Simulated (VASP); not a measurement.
# Re (Pm-3m) in VASP: a series of runs

Runs on Re. Level: LDA. Tasks: single point, relaxation of cell and atoms.

Program: VASP 6.6.1. These are calculated values, not measurements. Logs are shortened: lines on timing, memory, paths and dates and some standing lists are left out, and cuts for length are marked.

## (1) The cell of the first run

It takes space group Pm-3m (No. 221, cubic). The conventional cell has a = 2.486 Å, b = 2.486 Å, c = 2.486 Å, α = 90.00°, β = 90.00°, γ = 90.00°. Re (site symmetry m-3m) has 6 Re at 2.49 Å within 3.3 Å.

## (2) Single point, LDA

File INCAR:

```
SYSTEM = Re
PREC = Accurate
ENCUT = 520
EDIFF = 1E-6
ISMEAR = -1
SIGMA = 0.1
LREAL = .False.
LASPH = .True.
NELM = 80
ALGO = Normal
ISIF = 2
LWAVE = .False.
LCHARG = .False.
GGA = CA
NBANDS = 10
```

File KPOINTS:

```
regular mesh
0
Gamma
  9 9 9
  0 0 0
```

File POSCAR:

```
Re
1.0
    2.4856670878      0.0000000000      0.0000000000
    0.0000000000      2.4856670878      0.0000000000
    0.0000000000      0.0000000000      2.4856670878
Re
1
Direct
    0.0000000000      0.0000000000      0.0000000000
```

Potentials or basis: VASP PAW LDA potentials, release 64 (Re).

Run with:

```
> cat potpaw_LDA.64/Re/POTCAR > POTCAR
> mpirun -np 1 vasp_std > vasp.out
```

OUTCAR:

```text
SYSTEM = Re
   PREC = Accurate
   ENCUT = 520
   EDIFF = 1E-6
   ISMEAR = -1
   LREAL = .False.
   LASPH = .True.
   NELM = 80
   ISIF = 2
   GGA = CA

 ion  position               nearest neighbor table
   1  0.000  0.000  0.000-

  LATTYP: Found a simple cubic cell.
 ALAT       =     2.4856670878

  Lattice vectors:

 A1 = (   2.4856670878,   0.0000000000,   0.0000000000)
 A2 = (   0.0000000000,   2.4856670878,   0.0000000000)
 A3 = (   0.0000000000,   0.0000000000,   2.4856670878)

Analysis of symmetry for initial positions (statically):
=====================================================================
 Subroutine PRICEL returns:
 Original cell was already a primitive cell.

 Routine SETGRP: Setting up the symmetry group for a
 simple cubic supercell.

 Subroutine GETGRP returns: Found 48 space group operations
 (whereof 48 operations were pure point group operations)
 out of a pool of 48 trial point group operations.

The static configuration has the point symmetry O_h .

Analysis of symmetry for dynamics (positions and initial velocities):
=====================================================================
 Subroutine PRICEL returns:
 Original cell was already a primitive cell.

 Routine SETGRP: Setting up the symmetry group for a
 simple cubic supercell.

 Subroutine GETGRP returns: Found 48 space group operations
 (whereof 48 operations were pure point group operations)
 out of a pool of 48 trial point group operations.

The dynamic configuration has the point symmetry O_h .

 Subroutine INISYM returns: Found 48 space group operations
 (whereof 48 operations are pure point group operations),
 and found     1 'primitive' translations

----------------------------------------------------------------------------------------

                                     Primitive cell

  volume of cell :      15.3578

  direct lattice vectors                    reciprocal lattice vectors
     2.485667088  0.000000000  0.000000000     0.402306489  0.000000000  0.000000000
     0.000000000  2.485667088  0.000000000     0.000000000  0.402306489  0.000000000
     0.000000000  0.000000000  2.485667088     0.000000000  0.000000000  0.402306489

  length of vectors
     2.485667088  2.485667088  2.485667088     0.402306489  0.402306489  0.402306489

  position of ions in fractional coordinates (direct lattice)
     0.000000000  0.000000000  0.000000000

  ion indices of the primitive-cell ions
   primitive index   ion index
                 1           1

----------------------------------------------------------------------------------------

 KPOINTS: regular mesh

Automatic generation of k-mesh.
 Grid dimensions read from file:
 generate k-points for:    9    9    9

 Generating k-lattice:

  Cartesian coordinates                     Fractional coordinates (reciprocal lattice)
     0.044700721  0.000000000  0.000000000     0.111111111  0.000000000  0.000000000
     0.000000000  0.044700721  0.000000000     0.000000000  0.111111111  0.000000000
     0.000000000  0.000000000  0.044700721     0.000000000  0.000000000  0.111111111

  Length of vectors
     0.044700721  0.044700721  0.044700721

  Shift w.r.t. Gamma in fractional coordinates (k-lattice)
     0.000000000  0.000000000  0.000000000

 Subroutine IBZKPT returns following result:
 ===========================================

 Found     35 irreducible k-points:

 Following reciprocal coordinates:
            Coordinates               Weight
  0.000000  0.000000  0.000000      1.000000
  0.111111  0.000000  0.000000      6.000000
  0.222222  0.000000  0.000000      6.000000
  0.333333  0.000000  0.000000      6.000000
  0.444444  0.000000  0.000000      6.000000
  0.111111  0.111111  0.000000     12.000000
[... 16 lines left out ...]
  0.333333  0.333333  0.111111     24.000000
  0.444444  0.333333  0.111111     48.000000
 [... further k-points ...]
   k-points           NKPTS =     35   k-points in BZ     NKDIM =     35   number of bands    NBANDS=     10
   number of dos      NEDOS =    301   number of ions     NIONS =      1
   total plane-waves  NPLWV =   5832
   dimension x,y,z NGX =    18 NGY =   18 NGZ =   18
   dimension x,y,z NGXF=    36 NGYF=   36 NGZF=   36
   ions per type =               1
   NGX,Y,Z   is equivalent  to a cutoff of  12.04, 12.04, 12.04 a.u.
   NGXF,Y,Z  is equivalent  to a cutoff of  24.08, 24.08, 24.08 a.u.
 SYSTEM =  Re
   PREC   = accura    normal or accurate (medium, high low for compatibility)
   ISTART =      0    job   : 0-new  1-cont  2-samecut
   ICHARG =      2    charge: 1-file 2-atom 10-const
   ISPIN  =      1    spin polarized calculation?
   LNONCOLLINEAR =      F non collinear calculations
   LSORBIT =      F    spin-orbit coupling
   LASPH  =      T    aspherical Exc in radial PAW
   ENCUT  =  520.0 eV  38.22 Ry    6.18 a.u.   4.62  4.62  4.62*2*pi/ulx,y,z
   NELM   =     80;   NELMIN=  2; NELMDL= -5     # of ELM steps
   EDIFF  = 0.1E-05   stopping-criterion for ELM
   LREAL  =      F    real-space projection
   EDIFFG = 0.1E-04   stopping-criterion for IOM
   NSW    =      0    number of steps for IOM
   IBRION =     -1    ionic relax: 0-MD 1-quasi-New 2-CG
   NFREE  =      0    steps in history (QN), initial steepest desc. (CG)
   ISIF   =      2    stress and relaxation
   ISYM   =      2    0-nonsym 1-usesym 2-fastsym
   POTIM  = 0.5000    time-step for ionic-motion
   TEBEG  =    0.0;   TEEND  =   0.0 temperature during run
   PSTRESS=    0.0 pullay stress
   NELECT =       7.0000    total number of electrons
   NUPDOWN=      -1.0000    fix difference up-down
   EMIN   =  10.00;   EMAX   =-10.00  energy-range for DOS
   EFERMI =   0.00;   METHOD = LEGACY
   ISMEAR =    -1;   SIGMA  =   0.10  broadening in eV -4-tet -1-fermi 0-gaus
   EFERMI_NEDOS =   21; number of points for ismear=-14 and -15
   IALGO  =     38    algorithm
   IMIX   =      4    mixing-type and parameters
     AMIX     =   0.40;   BMIX     =  1.00
     AMIX_MAG =   1.60;   BMIX_MAG =  1.00
  volume/ion in A,a.u.               =      15.36       103.64
  Fermi-wavevector in a.u.,A,eV,Ry     =   1.259886  2.380839 21.596697  1.587312
  Thomas-Fermi vector in A             =   2.393423
   LORBIT       =      0    0 simple, 1 ext, 2 COOP (PROOUT), +10 PAW based schemes
   GGA     = CA    functional components
   LHFCALC =     F    Hartree Fock is set to
   AEXX    =    0.0000 exact exchange contribution
   IVDW    =     0    specifies the selected vdW correction
   LEPSILON=     F    determine dielectric tensor
   LRPA    =     F    only Hartree local field effects (RPA)
 non-spin polarized calculation
  energy-cutoff  :      520.00
  volume of cell :       15.36
 maximum number of plane-waves:       437
   NGX =  9   NGY =  9   NGZ =  9

 number of electron       7.0000003 magnetization

 Free energy of the ion-electron system (eV)
  ---------------------------------------------------
  ext. energy  EPLUGINS =         0.00000000
  ---------------------------------------------------
  free energy    TOTEN  =       -12.36334606 eV

  energy without entropy =      -12.33586690  energy(sigma->0) =      -12.34960648

 E-fermi :   7.8447     XC(G=0): -13.4559

 val. band max:        7.8185010974   @ k =   0.2222   0.2222   0.0000
 cond. band min:       7.8836259703   @ k =   0.4444   0.1111   0.0000
 fundamental gap:      0.0651248729
 Fermi energy:         7.8446609220

 k-point     1 :       0.0000    0.0000    0.0000
  band No.  band energies     occupation
      1      -1.9821      2.00000
      2       1.7727      2.00000
      3       1.7727      2.00000
      4      11.9967      0.00000
      5      11.9967      0.00000
      6      11.9967      0.00000
      7      24.1731      0.00000
      8      24.1731      0.00000
      9      24.1731      0.00000
     10      30.7843      0.00000

 k-point     2 :       0.1111    0.0000    0.0000
  band No.  band energies     occupation
      1      -1.5418      2.00000
      2       1.8857      2.00000
      3       2.2972      2.00000
      4      11.2989      0.00000
      5      11.2989      0.00000
      6      12.0490      0.00000
      7      22.1180      0.00000
      8      25.1120      0.00000
      9      25.1120      0.00000
     10      30.7491      0.00000

 k-point     3 :       0.2222    0.0000    0.0000
  band No.  band energies     occupation
      1      -0.5030      2.00000
      2       2.1846      2.00000
      3       3.8304      2.00000
      4       9.8522      0.00000
      5       9.8522      0.00000
      6      12.1836      0.00000
      7      19.1391      0.00000
      8      27.2039      0.00000
      9      27.2039      0.00000
     10      27.3229      0.00000

 k-point     4 :       0.3333    0.0000    0.0000
  band No.  band energies     occupation
      1       0.6546      2.00000
      2       2.5502      2.00000
      3       5.7535      2.00000
      4       8.5345      0.00202
      5       8.5345      0.00202
      6      12.3407      0.00000
      7      17.3560      0.00000
      8      24.7914      0.00000
      9      29.4337      0.00000
     10      29.4337      0.00000
[... 222 lines left out ...]
 k-point    22 :       0.4444    0.2222    0.1111
  band No.  band energies     occupation
      1       2.9229      2.00000
      2       3.6422      2.00000
      3       5.6280      2.00000
      4       6.6680      1.99998
      5       9.8767      0.00000
      6      11.9746      0.00000
      7      17.9530      0.00000
      8      25.4058      0.00000
      9      26.7865      0.00000
     10      28.3385      0.00000

 k-point    23 :       0.3333    0.3333    0.1111
  band No.  band energies     occupation
      1       2.1584      2.00000
      2       3.7508      2.00000
      3       7.4021      1.97634
      4       7.4339      1.96765
      5       9.4033      0.00000
      6      10.3220      0.00000
      7      19.8546      0.00000
      8      22.4205      0.00000
      9      27.4795      0.00000
     10      29.7686      0.00000

 k-point    24 :       0.4444    0.3333    0.1111
  band No.  band energies     occupation
      1       1.6792      2.00000
      2       4.0320      2.00000
      3       6.9384      1.99977
      4       7.6164      1.81489
      5       9.9587      0.00000
      6      13.0462      0.00000
      7      17.9127      0.00000
      8      23.4697      0.00000
      9      25.7075      0.00000
     10      29.1580      0.00000

 [... further k-points ...]
[... 5 lines left out ...]
  --------------------------------------------------------------------------------------
  -------------------------------------------------------------------------------------
  Total        1.9383906      1.9383906      1.9383906      0.0000000      0.0000000      0.0000000
  in kB      202.2194795    202.2194795    202.2194795      0.0000000      0.0000000      0.0000000
  external PRESSURE =     202.2194795 kB  Pullay stress =       0.0000000 kB

 VOLUME and BASIS-vectors are now :
 -----------------------------------------------------------------------------
  energy-cutoff  :      520.00
  volume of cell :       15.36
      direct lattice vectors                 reciprocal lattice vectors
     2.485667088  0.000000000  0.000000000     0.402306489  0.000000000  0.000000000
     0.000000000  2.485667088  0.000000000     0.000000000  0.402306489  0.000000000
     0.000000000  0.000000000  2.485667088     0.000000000  0.000000000  0.402306489

 POSITION                                       TOTAL-FORCE (eV/Angst)
 -----------------------------------------------------------------------------------
      0.00000      0.00000      0.00000         0.000000      0.000000      0.000000
 -----------------------------------------------------------------------------------
    total drift:                                0.000000      0.000000      0.000000

  FREE ENERGIE OF THE ION-ELECTRON SYSTEM (eV)
  ---------------------------------------------------
  free  energy   TOTEN  =       -12.3633460635 eV

  energy  without entropy=      -12.3358669044  energy(sigma->0) =      -12.34960648
```

Run time: 4.5 s. Hardware: 1 thread of Intel Xeon Platinum 8488C (Sapphire Rapids), shared host; peak memory 0.11 GiB.

What came out:

| Quantity | Value |
| --- | --- |
| Free energy | -12.3633 eV |
| Pressure | 20.2 GPa |

Caveat: spin-orbit coupling is left out, which moves the levels of the heavy elements.

## (3) Single point, LDA

This run uses another cell than the first one, of 14.65 Å³/atom, 0.954 times its volume.

File INCAR:

```
  PREC = Accurate
  ENCUT = 520
  EDIFF = 1E-7
  ISMEAR = -1
  SIGMA = 0.1
  LREAL = F
  LASPH = T
  NELM = 80
  ALGO = Normal
  ISIF = 2
  LWAVE = F
  LCHARG = F
  GGA = CA
  NBANDS = 10
```

File KPOINTS:

```
Automatic mesh
0
Gamma
  9 9 9
```

File POSCAR:

```
Re
1.0
    2.4466676867      0.0000000000      0.0000000000
    0.0000000000      2.4466676867      0.0000000000
    0.0000000000      0.0000000000      2.4466676867
Re
1
Direct
    0.0000000000      0.0000000000      0.0000000000
```

Potentials or basis: VASP PAW LDA potentials, release 64 (Re).

Run with:

```
> cat potpaw_LDA.64/Re/POTCAR > POTCAR
> mpirun -np 1 vasp_std > vasp.out
```

OUTCAR:

```text
PREC = Accurate
   ENCUT = 520
   EDIFF = 1E-7
   ISMEAR = -1
   LREAL = F
   LASPH = T
   NELM = 80
   ISIF = 2
   GGA = CA

 ion  position               nearest neighbor table
   1  0.000  0.000  0.000-

  LATTYP: Found a simple cubic cell.
 ALAT       =     2.4466676867

  Lattice vectors:

 A1 = (   2.4466676867,   0.0000000000,   0.0000000000)
 A2 = (   0.0000000000,   2.4466676867,   0.0000000000)
 A3 = (   0.0000000000,   0.0000000000,   2.4466676867)

Analysis of symmetry for initial positions (statically):
=====================================================================
 Subroutine PRICEL returns:
 Original cell was already a primitive cell.

 Routine SETGRP: Setting up the symmetry group for a
 simple cubic supercell.

 Subroutine GETGRP returns: Found 48 space group operations
 (whereof 48 operations were pure point group operations)
 out of a pool of 48 trial point group operations.

The static configuration has the point symmetry O_h .

Analysis of symmetry for dynamics (positions and initial velocities):
=====================================================================
 Subroutine PRICEL returns:
 Original cell was already a primitive cell.

 Routine SETGRP: Setting up the symmetry group for a
 simple cubic supercell.

 Subroutine GETGRP returns: Found 48 space group operations
 (whereof 48 operations were pure point group operations)
 out of a pool of 48 trial point group operations.

The dynamic configuration has the point symmetry O_h .

 Subroutine INISYM returns: Found 48 space group operations
 (whereof 48 operations are pure point group operations),
 and found     1 'primitive' translations

----------------------------------------------------------------------------------------

                                     Primitive cell

  volume of cell :      14.6462

  direct lattice vectors                    reciprocal lattice vectors
[... 103 lines left out ...]
   IMIX   =      4    mixing-type and parameters
     AMIX     =   0.40;   BMIX     =  1.00
     AMIX_MAG =   1.60;   BMIX_MAG =  1.00
  volume/ion in A,a.u.               =      14.65        98.84
  Fermi-wavevector in a.u.,A,eV,Ry     =   1.279968  2.418789 22.290679  1.638319
  Thomas-Fermi vector in A             =   2.412423
   LORBIT       =      0    0 simple, 1 ext, 2 COOP (PROOUT), +10 PAW based schemes
   GGA     = CA    functional components
   LHFCALC =     F    Hartree Fock is set to
   AEXX    =    0.0000 exact exchange contribution
   IVDW    =     0    specifies the selected vdW correction
   LEPSILON=     F    determine dielectric tensor
   LRPA    =     F    only Hartree local field effects (RPA)
 non-spin polarized calculation
  energy-cutoff  :      520.00
  volume of cell :       14.65
 maximum number of plane-waves:       405
 NGX is ok and might be reduce to    18
   NGX =  9   NGY =  9   NGZ =  9

 number of electron       7.0000000 magnetization

 Free energy of the ion-electron system (eV)
  ---------------------------------------------------
  ext. energy  EPLUGINS =         0.00000000
  ---------------------------------------------------
  free energy    TOTEN  =       -12.23035345 eV

  energy without entropy =      -12.20363461  energy(sigma->0) =      -12.21699403

 E-fermi :   8.4406     XC(G=0): -13.7099

 val. band max:        8.4229355951   @ k =   0.2222   0.2222   0.0000
 cond. band min:       8.4782391086   @ k =   0.4444   0.1111   0.0000
 fundamental gap:      0.0553035135
 Fermi energy:         8.4406471846

 k-point     1 :       0.0000    0.0000    0.0000
  band No.  band energies     occupation
      1      -1.6935      2.00000
      2       2.0127      2.00000
      3       2.0127      2.00000
      4      12.9210      0.00000
      5      12.9211      0.00000
      6      12.9211      0.00000
      7      25.2296      0.00000
      8      25.2296      0.00000
      9      25.2296      0.00000
     10      32.0914      0.00000
[... 287 lines left out ...]
 k-point    24 :       0.4444    0.3333    0.1111
  band No.  band energies     occupation
      1       1.8687      2.00000
      2       4.4996      2.00000
      3       7.4658      1.99988
      4       8.2267      1.78937
      5      10.7741      0.00000
      6      13.9975      0.00000
      7      19.0922      0.00000
      8      24.5435      0.00000
      9      26.9866      0.00000
     10      30.3595      0.00000

 [... further k-points ...]
[... 5 lines left out ...]
  --------------------------------------------------------------------------------------
  -------------------------------------------------------------------------------------
  Total        3.6823308      3.6823308      3.6823308      0.0000000      0.0000000      0.0000000
  in kB      402.8175884    402.8175884    402.8175884      0.0000000      0.0000000      0.0000000
  external PRESSURE =     402.8175884 kB  Pullay stress =       0.0000000 kB

 VOLUME and BASIS-vectors are now :
 -----------------------------------------------------------------------------
  energy-cutoff  :      520.00
  volume of cell :       14.65
      direct lattice vectors                 reciprocal lattice vectors
     2.446667687  0.000000000  0.000000000     0.408719176  0.000000000  0.000000000
     0.000000000  2.446667687  0.000000000     0.000000000  0.408719176  0.000000000
     0.000000000  0.000000000  2.446667687     0.000000000  0.000000000  0.408719176

 POSITION                                       TOTAL-FORCE (eV/Angst)
 -----------------------------------------------------------------------------------
      0.00000      0.00000      0.00000         0.000000      0.000000      0.000000
 -----------------------------------------------------------------------------------
    total drift:                                0.000000      0.000000      0.000000

  FREE ENERGIE OF THE ION-ELECTRON SYSTEM (eV)
  ---------------------------------------------------
  free  energy   TOTEN  =       -12.2303534538 eV

  energy  without entropy=      -12.2036346064  energy(sigma->0) =      -12.21699403
```

stdout:

```text
POSCAR found type information on POSCAR Re
 POSCAR found :  1 types and       1 ions
 scaLAPACK will be used
 LDA part: xc-table for (Slater(with rela. corr.)+CA(PZ))
 , standard interpolation
 POSCAR, INCAR and KPOINTS ok, starting setup
 FFT: planning ... GRIDC
 FFT: planning ... GRID_SOFT
 FFT: planning ... GRID
 WAVECAR not read
 entering main loop
```

It took 4.5 s on 1 thread of Intel Xeon Platinum 8488C (Sapphire Rapids), shared host; peak memory 0.12 GiB.

Results:

| Item | Value |
| --- | --- |
| Free energy | -12.2304 eV |
| Pressure | 40.3 GPa |

Caveat: spin-orbit coupling is left out, which moves the levels of the heavy elements.

(Continued in part 2 of 2.)
